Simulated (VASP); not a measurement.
# Eu (Im-3m) in VASP: further runs

Eu is run at these levels: PBE; tasks: single point.

All numbers are computed with VASP 6.6.1; they aren't measurements. Logs are shortened: lines on timing, memory, paths and dates and some standing lists are left out, and cuts for length are marked.

**1. The cell of the first run**

Symmetry: Im-3m, No. 229, cubic system. The conventional cell has a = 4.388 Å, b = 4.388 Å, c = 4.388 Å, α = 90.00°, β = 90.00°, γ = 90.00°. Within 5.0 Å of Eu (site symmetry m-3m) lie 14 Eu at 3.80 to 4.39 Å.

**2. Single point, PBE, collinear spin, ferromagnetic start**

INCAR reads:

```
SYSTEM = Eu
  ALGO = Normal
  EDIFF = 1E-7
  ENCUT = 520
  GGA = PE
  ISIF = 2
  ISMEAR = 0
  ISPIN = 2
  LASPH = .True.
  LCHARG = .False.
  LMAXMIX = 6
  LORBIT = 11
  LREAL = .False.
  LWAVE = .False.
  MAGMOM = 7.02
  NBANDS = 18
  NELM = 150
  PREC = Accurate
  SIGMA = 0.03
```

KPOINTS reads:

```
k-points
0
Gamma
  10 10 10
  0 0 0
```

POSCAR reads:

```
Eu
1.0
   -2.1939508085      2.1939508085      2.1939508085
    2.1939508085     -2.1939508085      2.1939508085
    2.1939508085      2.1939508085     -2.1939508085
Eu
1
Direct
    0.0000000000      0.0000000000      0.0000000000
```

Potentials or basis: VASP PAW PBE potentials, release 64 (Eu).

Launch:

```
$ cat potpaw_PBE.64/Eu/POTCAR > POTCAR
$ mpirun -np 1 vasp_std > vasp.out
```

OUTCAR:

```text
SYSTEM = Eu
   EDIFF = 1E-7
   ENCUT = 520
   GGA = PE
   ISIF = 2
   ISMEAR = 0
   ISPIN = 2
   LASPH = .True.
   LORBIT = 11
   LREAL = .False.
   NELM = 150
   PREC = Accurate

 ion  position               nearest neighbor table
   1  0.000  0.000  0.000-

  LATTYP: Found a body centered cubic cell.
 ALAT       =     4.3879016170

  Lattice vectors:

 A1 = (  -2.1939508085,   2.1939508085,   2.1939508085)
 A2 = (   2.1939508085,  -2.1939508085,   2.1939508085)
 A3 = (   2.1939508085,   2.1939508085,  -2.1939508085)

Analysis of symmetry for initial positions (statically):
=====================================================================
 Subroutine PRICEL returns:
 Original cell was already a primitive cell.

 Routine SETGRP: Setting up the symmetry group for a
 body centered cubic supercell.

 Subroutine GETGRP returns: Found 48 space group operations
 (whereof 48 operations were pure point group operations)
 out of a pool of 48 trial point group operations.

The static configuration has the point symmetry O_h .

Analysis of symmetry for dynamics (positions and initial velocities):
=====================================================================
 Subroutine PRICEL returns:
 Original cell was already a primitive cell.

 Routine SETGRP: Setting up the symmetry group for a
 body centered cubic supercell.

 Subroutine GETGRP returns: Found 48 space group operations
 (whereof 48 operations were pure point group operations)
 out of a pool of 48 trial point group operations.

The dynamic configuration has the point symmetry O_h .

Analysis of structural, dynamic, and magnetic symmetry:
=====================================================================
 Subroutine PRICEL returns:
 Original cell was already a primitive cell.

 Routine SETGRP: Setting up the symmetry group for a
 body centered cubic supercell.

 Subroutine GETGRP returns: Found 48 space group operations
 (whereof 48 operations were pure point group operations)
 out of a pool of 48 trial point group operations.

The overall configuration has the point symmetry O_h .

 Subroutine INISYM returns: Found 48 space group operations
 (whereof 48 operations are pure point group operations),
 and found     1 'primitive' translations

----------------------------------------------------------------------------------------

                                     Primitive cell

  volume of cell :      42.2416

  direct lattice vectors                    reciprocal lattice vectors
    -2.193950808  2.193950808  2.193950808     0.000000000  0.227899367  0.227899367
     2.193950808 -2.193950808  2.193950808     0.227899367  0.000000000  0.227899367
     2.193950808  2.193950808 -2.193950808     0.227899367  0.227899367  0.000000000

  length of vectors
     3.800034270  3.800034270  3.800034270     0.322298375  0.322298375  0.322298375

  position of ions in fractional coordinates (direct lattice)
     0.000000000  0.000000000  0.000000000

  ion indices of the primitive-cell ions
   primitive index   ion index
                 1           1

----------------------------------------------------------------------------------------

 KPOINTS: k-points

Automatic generation of k-mesh.
 Grid dimensions read from file:
 generate k-points for:   10   10   10

 Generating k-lattice:

  Cartesian coordinates                     Fractional coordinates (reciprocal lattice)
     0.000000000  0.022789937  0.022789937     0.100000000  0.000000000  0.000000000
     0.022789937  0.000000000  0.022789937     0.000000000  0.100000000  0.000000000
     0.022789937  0.022789937  0.000000000     0.000000000  0.000000000  0.100000000

  Length of vectors
     0.032229838  0.032229838  0.032229838

  Shift w.r.t. Gamma in fractional coordinates (k-lattice)
     0.000000000  0.000000000  0.000000000

 Subroutine IBZKPT returns following result:
 ===========================================

 Found     47 irreducible k-points:

 Following reciprocal coordinates:
            Coordinates               Weight
  0.000000  0.000000  0.000000      1.000000
  0.100000  0.000000  0.000000     12.000000
  0.200000  0.000000  0.000000     12.000000
  0.300000  0.000000  0.000000     12.000000
  0.400000  0.000000  0.000000     12.000000
  0.500000  0.000000  0.000000      6.000000
[... 16 lines left out ...]
  0.300000  0.300000  0.100000      8.000000
 -0.300000  0.300000  0.100000     24.000000
 [... further k-points ...]
   k-points           NKPTS =     47   k-points in BZ     NKDIM =     47   number of bands    NBANDS=     18
   number of dos      NEDOS =    301   number of ions     NIONS =      1
   total plane-waves  NPLWV =  21952
   dimension x,y,z NGX =    28 NGY =   28 NGZ =   28
   dimension x,y,z NGXF=    56 NGYF=   56 NGZF=   56
   ions per type =               1
   NGX,Y,Z   is equivalent  to a cutoff of  12.25, 12.25, 12.25 a.u.
   NGXF,Y,Z  is equivalent  to a cutoff of  24.50, 24.50, 24.50 a.u.
 SYSTEM =  Eu
   PREC   = accura    normal or accurate (medium, high low for compatibility)
   ISTART =      0    job   : 0-new  1-cont  2-samecut
   ICHARG =      2    charge: 1-file 2-atom 10-const
   ISPIN  =      2    spin polarized calculation?
   LNONCOLLINEAR =      F non collinear calculations
   LSORBIT =      F    spin-orbit coupling
   LASPH  =      T    aspherical Exc in radial PAW
   ENCUT  =  520.0 eV  38.22 Ry    6.18 a.u.   7.07  7.07  7.07*2*pi/ulx,y,z
   NELM   =    150;   NELMIN=  2; NELMDL= -5     # of ELM steps
   EDIFF  = 0.1E-06   stopping-criterion for ELM
   LREAL  =      F    real-space projection
   EDIFFG = 0.1E-05   stopping-criterion for IOM
   NSW    =      0    number of steps for IOM
   IBRION =     -1    ionic relax: 0-MD 1-quasi-New 2-CG
   NFREE  =      0    steps in history (QN), initial steepest desc. (CG)
   ISIF   =      2    stress and relaxation
   ISYM   =      2    0-nonsym 1-usesym 2-fastsym
   POTIM  = 0.5000    time-step for ionic-motion
   TEBEG  =    0.0;   TEEND  =   0.0 temperature during run
   PSTRESS=    0.0 pullay stress
   NELECT =      17.0000    total number of electrons
   NUPDOWN=      -1.0000    fix difference up-down
   EMIN   =  10.00;   EMAX   =-10.00  energy-range for DOS
   EFERMI =   0.00;   METHOD = LEGACY
   ISMEAR =     0;   SIGMA  =   0.03  broadening in eV -4-tet -1-fermi 0-gaus
   EFERMI_NEDOS =   21; number of points for ismear=-14 and -15
   IALGO  =     38    algorithm
   IMIX   =      4    mixing-type and parameters
     AMIX     =   0.40;   BMIX     =  1.00
     AMIX_MAG =   1.60;   BMIX_MAG =  1.00
  volume/ion in A,a.u.               =      42.24       285.06
  Fermi-wavevector in a.u.,A,eV,Ry     =   1.208679  2.284072 19.876813  1.460905
  Thomas-Fermi vector in A             =   2.344279
   LORBIT       =     11    0 simple, 1 ext, 2 COOP (PROOUT), +10 PAW based schemes
   GGA     = PE    functional components
   LHFCALC =     F    Hartree Fock is set to
   AEXX    =    0.0000 exact exchange contribution
   IVDW    =     0    specifies the selected vdW correction
   LEPSILON=     F    determine dielectric tensor
   LRPA    =     F    only Hartree local field effects (RPA)
 spin polarized calculation
 Gauss-broadening in eV      SIGMA  =   0.03
  energy-cutoff  :      520.00
  volume of cell :       42.24
 maximum number of plane-waves:      1157
   NGX = 15   NGY = 15   NGZ = 15

 number of electron      16.9999992 magnetization       7.2722604

 Free energy of the ion-electron system (eV)
  ---------------------------------------------------
  ext. energy  EPLUGINS =         0.00000000
  ---------------------------------------------------
  free energy    TOTEN  =       -11.43720628 eV

  energy without entropy =      -11.43617351  energy(sigma->0) =      -11.43668990

 E-fermi :   2.1270     XC(G=0):  -8.8101

 val. band max:        2.1067199487   @ k =   0.5000   0.5000   0.3000
 cond. band min:       2.1361074785   @ k =   0.3000   0.2000   0.1000
 fundamental gap:      0.0293875298
 Fermi energy:         2.1270207102

 spin component 1

 k-point     1 :       0.0000    0.0000    0.0000
  band No.  band energies     occupation
      1     -39.5408      1.00000
      2     -18.1006      1.00000
      3     -18.1006      1.00000
      4     -18.1006      1.00000
      5      -2.2724      1.00000
      6       1.5872      1.00000
[... 10 lines left out ...]
     17       5.6279      0.00000
     18      11.5535      0.00000

 k-point     2 :       0.1000    0.0000    0.0000
  band No.  band energies     occupation
      1     -39.5375      1.00000
      2     -18.1446      1.00000
      3     -18.1145      1.00000
      4     -18.1008      1.00000
      5      -2.0433      1.00000
      6       1.5847      1.00000
[... 10 lines left out ...]
     17       5.6402      0.00000
     18      11.7564      0.00000
[... 442 lines left out ...]
 k-point    24 :      -0.3000    0.3000    0.1000
  band No.  band energies     occupation
      1     -39.5156      1.00000
      2     -18.3864      1.00000
      3     -18.2103      1.00000
      4     -18.1346      1.00000
      5      -0.3584      1.00000
      6       1.5503      1.00000
[... 10 lines left out ...]
     17       6.2050      0.00000
     18      10.4879      0.00000

 [... further k-points ...]

 spin component 2

 k-point     1 :       0.0000    0.0000    0.0000
  band No.  band energies     occupation
      1     -36.4168      1.00000
      2     -15.7748      1.00000
      3     -15.7748      1.00000
      4     -15.7748      1.00000
      5      -1.5235      1.00000
      6       4.9042      0.00000
[... 10 lines left out ...]
     17       6.7319      0.00000
     18      12.6081      0.00000

 k-point     2 :       0.1000    0.0000    0.0000
  band No.  band energies     occupation
      1     -36.4125      1.00000
      2     -15.8310      1.00000
      3     -15.7920      1.00000
      4     -15.7751      1.00000
      5      -1.2836      1.00000
      6       4.6737      0.00000
[... 10 lines left out ...]
     17       6.8821      0.00000
     18      12.8308      0.00000
[... 442 lines left out ...]
 k-point    24 :      -0.3000    0.3000    0.1000
  band No.  band energies     occupation
      1     -36.3839      1.00000
      2     -16.1360      1.00000
      3     -15.9103      1.00000
      4     -15.8181      1.00000
      5       0.4512      1.00000
      6       3.5432      0.00000
[... 10 lines left out ...]
     17       7.4406      0.00000
     18      11.6076      0.00000

 [... further k-points ...]

------------------------ aborting loop because EDIFF is reached ----------------------------------------

  FORCE on cell =-STRESS in cart. coord.  units (eV):
  Direction    XX          YY          ZZ          XY          YZ          ZX
  --------------------------------------------------------------------------------------
  -------------------------------------------------------------------------------------
  Total       -0.1023068     -0.1023068     -0.1023068     -0.0000000     -0.0000000     -0.0000000
  in kB       -3.8803834     -3.8803834     -3.8803834     -0.0000000     -0.0000000     -0.0000000
  external PRESSURE =      -3.8803834 kB  Pullay stress =       0.0000000 kB

 VOLUME and BASIS-vectors are now :
 -----------------------------------------------------------------------------
  energy-cutoff  :      520.00
  volume of cell :       42.24
      direct lattice vectors                 reciprocal lattice vectors
    -2.193950808  2.193950808  2.193950808     0.000000000  0.227899367  0.227899367
     2.193950808 -2.193950808  2.193950808     0.227899367  0.000000000  0.227899367
     2.193950808  2.193950808 -2.193950808     0.227899367  0.227899367  0.000000000

 POSITION                                       TOTAL-FORCE (eV/Angst)
 -----------------------------------------------------------------------------------
      0.00000      0.00000      0.00000         0.000000      0.000000      0.000000
 -----------------------------------------------------------------------------------
    total drift:                                0.000000     -0.000000     -0.000000

  FREE ENERGIE OF THE ION-ELECTRON SYSTEM (eV)
  ---------------------------------------------------
  free  energy   TOTEN  =       -11.4372062799 eV

  energy  without entropy=      -11.4361735109  energy(sigma->0) =      -11.43668990

 total charge

# of ion       s       p       d       f       tot
--------------------------------------------------
    1        2.085   5.710   0.292   6.648  14.735

 magnetization (x)

# of ion       s       p       d       f       tot
--------------------------------------------------
    1       -0.003  -0.096   0.125   6.645   6.671
```

It took 3.7 min on 1 thread of Intel Xeon 8259CL, shared host; peak memory 0.22 GiB.

Results:

| Quantity | Value |
| --- | --- |
| Free energy | -11.4372 eV |
| Pressure | -0.4 GPa |
| Net moment | 7.27 μB per cell |
| Site moments | Eu +6.67 μB |
| Valence electrons inside the program's atomic spheres | Eu 14.73 |

Caveat: spin-orbit coupling is left out, which moves the levels of the heavy elements; semilocal functionals describe open f shells poorly, which spoils levels, moments and volumes.

**3. Single point, PBE, collinear spin, ferromagnetic start**

INCAR reads:

```
SYSTEM = Eu
PREC     = Accurate       ! precision mode
ENCUT    = 520            ! plane-wave cutoff, eV
EDIFF    = 1E-7           ! SCF threshold, eV
ISMEAR   = 0              ! smearing method
SIGMA    = 0.1            ! smearing width, eV
LREAL    = .FALSE.        ! projectors in reciprocal space
LASPH    = .TRUE.         ! aspherical terms in the spheres
NELM     = 150            ! most SCF steps
ALGO     = Normal         ! electronic algorithm
ISIF     = 2              ! what is computed and relaxed
LWAVE    = .FALSE.        ! write WAVECAR
LCHARG   = .TRUE.         ! write CHGCAR
ISPIN    = 2              ! spin polarisation
MAGMOM   = 7.02           ! initial moments
LORBIT   = 11             ! projections on sites
LMAXMIX  = 6              ! l up to which the mixer works
GGA      = PE             ! functional
LELF     = .TRUE.         ! ELF
LVHAR    = .TRUE.       
NBANDS   = 18             ! bands
```

KPOINTS reads:

```
Automatic mesh
0
G
  10 10 10
  0 0 0
```

POSCAR is that of step 2.

Potentials or basis: VASP PAW PBE potentials, release 64 (Eu).

Launch:

```
$ cat potpaw_PBE.64/Eu/POTCAR > POTCAR
$ mpirun -np 1 vasp_std > vasp.out
```

It took 3 min on 1 thread of Intel Xeon 8259CL, shared host; peak memory 0.22 GiB.

It converged, with:

```
Free energy                                           : -11.4413 eV
Pressure                                              : -0.3 GPa
Net moment                                            : 7.29 μB per cell
Site moments                                          : Eu +6.68 μB
Valence electrons inside the program's atomic spheres : Eu 14.73
```

Levels at points of the mesh, in eV from the Fermi level:
Spin up:
| k point | band 10 | band 11 | band 12 | band 13 | band 14 | band 15 |
| --- | --- | --- | --- | --- | --- | --- |
| (0.00, 0.00, 0.00) | -0.38 | -0.38 | -0.34 | 1.79 | 1.79 | 1.79 |
| (0.50, 0.00, 0.00) | -0.39 | -0.38 | -0.36 | 0.40 | 0.80 | 3.41 |
| (0.50, 0.50, 0.50) | -0.50 | -0.34 | -0.34 | -0.34 | 4.99 | 4.99 |
Spin down:
| k point | band 1 | band 2 | band 3 | band 4 | band 5 | band 6 | band 7 | band 8 | band 9 | band 10 |
| --- | --- | --- | --- | --- | --- | --- | --- | --- | --- | --- |
| (0.00, 0.00, 0.00) | -38.54 | -17.89 | -17.89 | -17.89 | -3.63 | 2.79 | 2.79 | 2.79 | 3.96 | 3.96 |
| (0.50, 0.00, 0.00) | -38.49 | -18.44 | -18.07 | -17.89 | -0.96 | 1.29 | 1.55 | 3.89 | 4.21 | 4.28 |
| (0.50, 0.50, 0.50) | -38.46 | -18.27 | -18.27 | -18.27 | -0.34 | -0.34 | 3.94 | 3.94 | 3.94 | 4.14 |

Caveat: spin-orbit coupling is left out, which moves the levels of the heavy elements; semilocal functionals describe open f shells poorly, which spoils levels, moments and volumes. The state reached can hang on the start; a lower one may exist.

[end of part 1 of 2]
